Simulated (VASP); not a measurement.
# Hf3Si2N (P4mm) in VASP: notebook

Hf3Si2N is run at these levels: PBE; tasks: single point.

All numbers are computed with VASP 6.6.1; they aren't measurements. Logs are shortened: lines on timing, memory, paths and dates and some standing lists are left out, and cuts for length are marked.

**1. The cell of the first run**

Symmetry: P4mm, No. 99, tetragonal system. The conventional cell has a = 3.295 Å, b = 3.295 Å, c = 9.512 Å, α = 90.00°, β = 90.00°, γ = 90.00°. Hf (site symmetry 4mm) has 9 Hf at 2.73 to 3.30 Å and 5 Si at 2.85 to 3.09 Å within 3.6 Å. Hf (site symmetry 4mm) has 4 N at 2.76 Å and 5 Si at 2.86 to 3.12 Å and 5 Hf at 3.30 Å within 3.6 Å. Within 3.6 Å of Hf (site symmetry 4mm) lie 8 Hf at 2.73 to 3.30 Å and 5 Si at 2.86 to 3.08 Å and 1 N at 3.29 Å. Si (site symmetry 4mm) has 4 N at 2.84 Å and 6 Hf at 2.86 to 3.12 Å and 4 Si at 3.30 Å within 3.7 Å. Within 3.8 Å of Si (site symmetry 4mm) lie 9 Hf at 2.85 to 3.08 Å and 1 N at 3.14 Å and 4 Si at 3.30 Å. N (site symmetry 4mm) has 5 Hf at 2.76 to 3.29 Å and 5 Si at 2.84 to 3.14 Å and 4 N at 3.30 Å within 3.6 Å.

The cell was generated, and may not be a known phase.

**2. Single point, PBE**

INCAR

```
SYSTEM = Hf3Si2N
PREC     = Accurate       ! precision mode
ENCUT    = 520            ! plane-wave cutoff, eV
EDIFF    = 1E-6           ! SCF threshold, eV
ISMEAR   = 0              ! smearing method
SIGMA    = 0.1            ! smearing width, eV
LREAL    = .FALSE.        ! projectors in reciprocal space
LASPH    = .TRUE.         ! aspherical terms in the spheres
NELM     = 80             ! most SCF steps
ALGO     = Normal         ! electronic algorithm
ISIF     = 2              ! what is computed and relaxed
LWAVE    = .FALSE.        ! write WAVECAR
LCHARG   = .TRUE.         ! write CHGCAR
GGA      = PE             ! functional
LELF     = .TRUE.         ! ELF
LVHAR    = .TRUE.       
NBANDS   = 30             ! bands
```

KPOINTS

```
Automatic mesh
0
G
  6 6 2
  0 0 0
```

POSCAR

```
Hf3Si2N
1.0
    3.2954118800      0.0000000000      0.0000000000
    0.0000000000      3.2954118800      0.0000000000
    0.0000000000      0.0000000000      9.5116040100
Hf Si N
3 2 1
Direct
    0.0000000000      0.0000000000      0.6746923900
    0.0000000000      0.0000000000      0.3274696500
    0.5000000000      0.5000000000      0.8249817500
    0.0000000000      0.0000000000      0.9999432600
    0.5000000000      0.5000000000      0.5015775000
    0.5000000000      0.5000000000      0.1713354600
```

Potentials or basis: VASP PAW PBE potentials, release 64 (Hf_pv, Si, N).

Command:

```sh
> cat potpaw_PBE.64/Hf_pv/POTCAR potpaw_PBE.64/Si/POTCAR potpaw_PBE.64/N/POTCAR > POTCAR
> mpirun -np 1 vasp_std > vasp.out
```

OUTCAR:

```text
SYSTEM = Hf3Si2N
   PREC = Accurate
   ENCUT = 520
   EDIFF = 1E-6
   ISMEAR = 0
   LREAL = .FALSE.
   LASPH = .TRUE.
   NELM = 80
   ISIF = 2
   GGA = PE

 ion  position               nearest neighbor table
   1  0.000  0.000  0.675-   3 2.73   3 2.73   3 2.73   3 2.73   5 2.85   5 2.85   5 2.85   5 2.85
                             4 3.09   2 3.30
   2  0.000  0.000  0.327-   6 2.76   6 2.76   6 2.76   6 2.76   5 2.86   5 2.86   5 2.86   5 2.86
                             4 3.12   1 3.30
   3  0.500  0.500  0.825-   1 2.73   1 2.73   1 2.73   1 2.73   4 2.86   4 2.86   4 2.86   4 2.86
                             5 3.08
   4  0.000  0.000  1.000-   3 2.86   3 2.86   3 2.86   3 2.86   1 3.09   2 3.12
   5  0.500  0.500  0.502-   1 2.85   1 2.85   1 2.85   1 2.85   2 2.86   2 2.86   2 2.86   2 2.86
                             3 3.08
   6  0.500  0.500  0.171-   2 2.76   2 2.76   2 2.76   2 2.76

  LATTYP: Found a simple tetragonal cell.
 ALAT       =     3.2954118800
 C/A-ratio  =     2.8863172060

  Lattice vectors:

 A1 = (   3.2954118800,   0.0000000000,   0.0000000000)
 A2 = (   0.0000000000,   3.2954118800,   0.0000000000)
 A3 = (   0.0000000000,   0.0000000000,   9.5116040100)

Analysis of symmetry for initial positions (statically):
=====================================================================
 Subroutine PRICEL returns:
 Original cell was already a primitive cell.

 Routine SETGRP: Setting up the symmetry group for a
 simple tetragonal supercell.

 Subroutine GETGRP returns: Found  8 space group operations
 (whereof  8 operations were pure point group operations)
 out of a pool of 16 trial point group operations.

The static configuration has the point symmetry C_4v.

Analysis of symmetry for dynamics (positions and initial velocities):
=====================================================================
 Subroutine PRICEL returns:
 Original cell was already a primitive cell.

 Routine SETGRP: Setting up the symmetry group for a
 simple tetragonal supercell.

 Subroutine GETGRP returns: Found  8 space group operations
 (whereof  8 operations were pure point group operations)
 out of a pool of 16 trial point group operations.

The dynamic configuration has the point symmetry C_4v.

 Subroutine INISYM returns: Found  8 space group operations
 (whereof  8 operations are pure point group operations),
[... 99 lines left out ...]
   EDIFF  = 0.1E-05   stopping-criterion for ELM
   LREAL  =      F    real-space projection
   EDIFFG = 0.1E-04   stopping-criterion for IOM
   NSW    =      0    number of steps for IOM
   IBRION =     -1    ionic relax: 0-MD 1-quasi-New 2-CG
   NFREE  =      0    steps in history (QN), initial steepest desc. (CG)
   ISIF   =      2    stress and relaxation
   ISYM   =      2    0-nonsym 1-usesym 2-fastsym
   POTIM  = 0.5000    time-step for ionic-motion
   TEBEG  =    0.0;   TEEND  =   0.0 temperature during run
   PSTRESS=    0.0 pullay stress
   NELECT =      43.0000    total number of electrons
   NUPDOWN=      -1.0000    fix difference up-down
   EMIN   =  10.00;   EMAX   =-10.00  energy-range for DOS
   EFERMI =   0.00;   METHOD = LEGACY
   ISMEAR =     0;   SIGMA  =   0.10  broadening in eV -4-tet -1-fermi 0-gaus
   EFERMI_NEDOS =   21; number of points for ismear=-14 and -15
   IALGO  =     38    algorithm
   IMIX   =      4    mixing-type and parameters
     AMIX     =   0.40;   BMIX     =  1.00
     AMIX_MAG =   1.60;   BMIX_MAG =  1.00
  volume/ion in A,a.u.               =      17.22       116.18
  Fermi-wavevector in a.u.,A,eV,Ry     =   1.222381  2.309965 20.330034  1.494215
  Thomas-Fermi vector in A             =   2.357530
   LORBIT       =      0    0 simple, 1 ext, 2 COOP (PROOUT), +10 PAW based schemes
   GGA     = PE    functional components
   LHFCALC =     F    Hartree Fock is set to
   AEXX    =    0.0000 exact exchange contribution
   IVDW    =     0    specifies the selected vdW correction
   LEPSILON=     F    determine dielectric tensor
   LRPA    =     F    only Hartree local field effects (RPA)
 non-spin polarized calculation
 Gauss-broadening in eV      SIGMA  =   0.10
  energy-cutoff  :      520.00
  volume of cell :      103.29
 maximum number of plane-waves:      2811
 NGX is ok and might be reduce to    28

 number of electron      42.9999997 magnetization

 Free energy of the ion-electron system (eV)
  ---------------------------------------------------
  ext. energy  EPLUGINS =         0.00000000
  ---------------------------------------------------
  free energy    TOTEN  =       -46.83914412 eV

  energy without entropy =      -46.80706594  energy(sigma->0) =      -46.82310503

 E-fermi :   5.8092     XC(G=0): -11.2882

 val. band max:        5.7985546332   @ k =   0.1667   0.1667   0.5000
 cond. band min:       5.8393348730   @ k =   0.5000   0.1667   0.0000
 fundamental gap:      0.0407802398
 Fermi energy:         5.8091681549

 k-point     1 :       0.0000    0.0000    0.0000
  band No.  band energies     occupation
      1     -25.2432      2.00000
      2     -25.0246      2.00000
      3     -25.0246      2.00000
      4     -24.4202      2.00000
      5     -24.3026      2.00000
      6     -24.3026      2.00000
[... 649 lines left out ...]
     29       9.9063      0.00000
     30      11.3985      0.00000

------------------------ aborting loop because EDIFF is reached ----------------------------------------

  FORCE on cell =-STRESS in cart. coord.  units (eV):
  Direction    XX          YY          ZZ          XY          YZ          ZX
  --------------------------------------------------------------------------------------
  -------------------------------------------------------------------------------------
  Total        1.4154879      1.4154879     -7.0948756      0.0000000     -0.0000000      0.0000000
  in kB       21.9555130     21.9555130   -110.0480109      0.0000000     -0.0000000      0.0000000
  external PRESSURE =     -22.0456616 kB  Pullay stress =       0.0000000 kB

 VOLUME and BASIS-vectors are now :
 -----------------------------------------------------------------------------
  energy-cutoff  :      520.00
  volume of cell :      103.29
      direct lattice vectors                 reciprocal lattice vectors
     3.295411880  0.000000000  0.000000000     0.303452205  0.000000000  0.000000000
     0.000000000  3.295411880  0.000000000     0.000000000  0.303452205  0.000000000
     0.000000000  0.000000000  9.511604010     0.000000000  0.000000000  0.105134738

 POSITION                                       TOTAL-FORCE (eV/Angst)
 -----------------------------------------------------------------------------------
      0.00000      0.00000      6.41741         0.000000      0.000000     -3.048329
      0.00000      0.00000      3.11476         0.000000      0.000000     -3.146137
      1.64771      1.64771      7.84690         0.000000     -0.000000      3.963062
      0.00000      0.00000      9.51106         0.000000      0.000000      0.259540
      1.64771      1.64771      4.77081         0.000000      0.000000      0.342633
      1.64771      1.64771      1.62968         0.000000      0.000000      1.629231
 -----------------------------------------------------------------------------------
    total drift:                                0.000000      0.000000     -0.000867

  FREE ENERGIE OF THE ION-ELECTRON SYSTEM (eV)
  ---------------------------------------------------
  free  energy   TOTEN  =       -46.8391441213 eV

  energy  without entropy=      -46.8070659449  energy(sigma->0) =      -46.82310503
```

OSZICAR:

```text
N       E                     dE             d eps       ncg     rms          rms(c)
DAV:   1     0.162786728581E+03    0.16279E+03   -0.22207E+04  1216   0.131E+03
DAV:   2    -0.392179449282E+02   -0.20200E+03   -0.19451E+03  1446   0.313E+02
DAV:   3    -0.505533969991E+02   -0.11335E+02   -0.10986E+02  1594   0.506E+01
DAV:   4    -0.507663470897E+02   -0.21295E+00   -0.21185E+00  1490   0.746E+00
[... 15 lines left out ...]
DAV:  20    -0.468392847862E+02   -0.78488E-04   -0.78430E-04  1628   0.151E-01    0.269E-01
DAV:  21    -0.468391966409E+02    0.88145E-04   -0.19715E-04  1544   0.700E-02    0.115E-01
DAV:  22    -0.468391649495E+02    0.31691E-04   -0.49285E-05  1452   0.312E-02    0.673E-02
DAV:  23    -0.468391448236E+02    0.20126E-04   -0.79632E-05  1502   0.359E-02    0.578E-02
DAV:  24    -0.468391441213E+02    0.70222E-06   -0.74124E-06  1340   0.128E-02
   1 F= -.46839144E+02 E0= -.46823105E+02  d E =-.320782E-01
```

stdout:

```text
POSCAR found type information on POSCAR HfSiN
 POSCAR found :  3 types and       6 ions
 scaLAPACK will be used
 LDA part: xc-table for (Slater+PW92), standard interpolation
 POSCAR, INCAR and KPOINTS ok, starting setup
 FFT: planning ... GRIDC
 FFT: planning ... GRID_SOFT
 FFT: planning ... GRID
 WAVECAR not read
 entering main loop
```

Wall time 1.9 min (1 thread of Intel Xeon Platinum 8259CL at 2.50GHz (Skylake/Cascade Lake), shared host); peak memory 0.25 GiB.

What came out:

```yaml
Free_energy: -46.8391 eV
Pressure: -2.2 GPa
Largest_force: 3.963 eV/Å
Band_gap_on_the_k_mesh: zero (an odd number of electrons rules out a gap without spin polarisation)
```

Forces on the atoms (eV/Å):
```
Hf   0.000  0.000 -3.048
Hf   0.000  0.000 -3.146
Hf   0.000  0.000  3.963
Si   0.000  0.000  0.260
Si   0.000  0.000  0.343
N    0.000  0.000  1.629
```

Caveat: the stress differs along the axes, from -11 to 2 GPa; spin-orbit coupling is left out, which moves the levels of the heavy elements; an odd number of electrons without spin polarisation forces a metal; a magnetic or distorted state may lie lower.

**3. Single point, PBE**

This run uses another cell than the first one, of the same volume but with other edges.

INCAR

```
PREC = Accurate
ENCUT = 520
EDIFF = 1E-6
ISMEAR = 0
SIGMA = 0.1
LREAL = F
LASPH = T
NELM = 60
ALGO = Normal
ISIF = 2
LWAVE = F
LCHARG = T
GGA = PE
LELF = T
LVHAR = T
NBANDS = 30
```

KPOINTS

```
Automatic mesh
0
Gamma
  6 6 2
```

POSCAR

```
Hf3Si2N
1.0
    3.1325650978      0.0000000000      0.0000000000
    0.0000000000      3.1325650978      0.0000000000
    0.0000000000      0.0000000000     10.5268269875
Hf Si N
3 2 1
Direct
    0.0000000000      0.0000000000      0.6195557111
    0.0000000000      0.0000000000      0.2719661443
    0.5000000000      0.5000000000      0.8401020475
    0.0000000000      0.0000000000      1.0135958327
    0.5000000000      0.5000000000      0.4656527757
    0.5000000000      0.5000000000      0.2891274987
```

Potentials or basis: VASP PAW PBE potentials, release 64 (Hf_pv, Si, N).

Command:

```sh
> cat potpaw_PBE.64/Hf_pv/POTCAR potpaw_PBE.64/Si/POTCAR potpaw_PBE.64/N/POTCAR > POTCAR
> mpirun -np 1 vasp_std > vasp.out
```

Wall time 53 s (1 thread of Intel Xeon Platinum 8259CL at 2.50GHz (Skylake/Cascade Lake), shared host); peak memory 0.23 GiB.

Results (log left out):

```
Free energy            : -52.0892 eV
Pressure               : -0.5 GPa
Largest force          : 0.048 eV/Å
Band gap on the k mesh : zero (an odd number of electrons rules out a gap without spin polarisation)
```

Forces in eV/Å, atoms in the order of the input:
```
Hf   0.000  0.000  0.016
Hf   0.000  0.000  0.048
Hf   0.000  0.000 -0.003
Si   0.000  0.000 -0.008
Si   0.000  0.000 -0.007
N    0.000  0.000 -0.046
```

Stress tensor (GPa, compression positive):
```
-0.73  0.00  0.00
 0.00 -0.73  0.00
 0.00  0.00  0.05
```

Levels at points of the mesh, in eV from the Fermi level:
```
           k point  band 19  band 20  band 21  band 22  band 23  band 24
(0.00, 0.00, 0.00)    -1.67    -0.98    -0.42     0.92     0.92     1.43
(0.50, 0.00, 0.00)    -1.62    -1.57    -0.10     0.04     0.96     1.49
(0.50, 0.50, 0.00)    -2.89    -2.17    -0.92     0.14     0.14     0.32
(0.00, 0.00, 0.50)    -1.69    -0.61    -0.40     0.82     0.82     0.83
(0.50, 0.00, 0.50)    -1.57    -1.39    -0.05     0.00     0.96     1.54
(0.50, 0.50, 0.50)    -2.51    -2.51    -0.68    -0.68     0.11     0.17
```

Caveat: spin-orbit coupling is left out, which moves the levels of the heavy elements; an odd number of electrons without spin polarisation forces a metal; a magnetic or distorted state may lie lower.

**4. Single point, PBE**

This run uses another cell than the first one, of 17.26 Å³/atom.

INCAR

```
SYSTEM = Hf3Si2N
PREC = Accurate
ENCUT = 520
EDIFF = 1E-6
ISMEAR = 0
SIGMA = 0.1
LREAL = .FALSE.
LASPH = .TRUE.
NELM = 80
ALGO = Normal
ISIF = 2
LWAVE = .FALSE.
LCHARG = .FALSE.
GGA = PE
NBANDS = 30
```

KPOINTS

```
Automatic mesh
0
G
  12 12 4
  0 0 0
```

POSCAR

```
Hf3Si2N
1.0
    3.1273072053      0.0000000000      0.0000000000
    0.0000000000      3.1273072053      0.0000000000
    0.0000000000      0.0000000000     10.5889270685
Hf Si N
3 2 1
Direct
    0.0000000000      0.0000000000      0.6202350173
    0.0000000000      0.0000000000      0.2698043921
    0.5000000000      0.5000000000      0.8394781537
    0.0000000000      0.0000000000      0.0139269073
    0.5000000000      0.5000000000      0.4658448843
    0.5000000000      0.5000000000      0.2907106552
```

Command:

```sh
> cat potpaw_PBE.64/Hf_pv/POTCAR potpaw_PBE.64/Si/POTCAR potpaw_PBE.64/N/POTCAR > POTCAR
> mpirun -np 1 vasp_std > vasp.out
```

Wall time 3.2 min (1 thread of Intel Xeon Platinum 8259CL at 2.50GHz (Skylake/Cascade Lake), shared host); peak memory 0.36 GiB.

The run converged. Its results:

| Property | Result |
| --- | --- |
| Free energy | -52.1082 eV |
| Pressure | -0.6 GPa |
| Largest force | 0.045 eV/Å |
| Band gap on the k mesh | zero (an odd number of electrons rules out a gap without spin polarisation) |

Forces in eV/Å, atoms in the order of the input:
```
Hf   0.000  0.000  0.029
Hf   0.000  0.000  0.045
Hf   0.000  0.000 -0.009
Si   0.000  0.000 -0.005
Si   0.000  0.000 -0.020
N    0.000  0.000 -0.040
```

Stress tensor (GPa, compression positive):
```
-0.76  0.00  0.00
 0.00 -0.76  0.00
 0.00  0.00 -0.29
```

Levels at points of the mesh, in eV from the Fermi level:
```
           k point  band 17  band 18  band 19  band 20  band 21  band 22  band 23  band 24  band 25  band 26
(0.00, 0.00, 0.00)    -2.59    -2.26    -1.66    -1.06    -0.41     1.02     1.02     1.42     1.71     1.71
(0.50, 0.00, 0.00)    -4.35    -2.00    -1.64    -1.58    -0.08     0.05     1.01     1.55     1.87     2.68
(0.50, 0.50, 0.00)    -2.96    -2.88    -2.88    -2.17    -0.90     0.18     0.18     0.33     0.33     0.44
(0.00, 0.00, 0.50)    -3.03    -2.25    -1.68    -0.70    -0.39     0.85     0.91     0.91     2.16     2.16
(0.50, 0.00, 0.50)    -4.29    -2.26    -1.59    -1.39    -0.03     0.01     1.01     1.59     1.95     2.54
(0.50, 0.50, 0.50)    -3.18    -2.55    -2.52    -2.52    -0.63    -0.63     0.12     0.17     1.25     1.25
```

Caveat: spin-orbit coupling is left out, which moves the levels of the heavy elements; an odd number of electrons without spin polarisation forces a metal; a magnetic or distorted state may lie lower.

**5. Summary**

| cell | k mesh | gap on the mesh (eV) | pressure (GPa) | largest force (eV/Å) |
| --- | --- | --- | --- | --- |
| a = 3.295, b = 3.295, c = 9.512 Å, 6 atoms, atomic positions A | 6 × 6 × 2 | none | -2.2 | 3.96 |
| a = 3.133, b = 3.133, c = 10.527 Å, 6 atoms, atomic positions B | 6 × 6 × 2 | none | -0.5 | 0.05 |
| a = 3.127, b = 3.127, c = 10.589 Å, 6 atoms, atomic positions C | 12 × 12 × 4 | none | -0.6 | 0.04 |

Alike in all rows: task single point; level PBE; potentials or basis VASP PAW PBE potentials, release 64 (Hf_pv, Si, N); no spin polarisation; cutoff (eV) 520; smearing gaussian 0.1 eV.

Caveats: spin-orbit coupling is left out, which moves the levels of the heavy elements; an odd number of electrons without spin polarisation forces a metal; a magnetic or distorted state may lie lower; the stress differs along the axes, from -11 to 2 GPa (at least some runs).

Total energies depend on the potentials used, so only differences within one code and one set of settings carry meaning.

The gap in the log of VASP goes by the Fermi energy; the results here count the filled bands.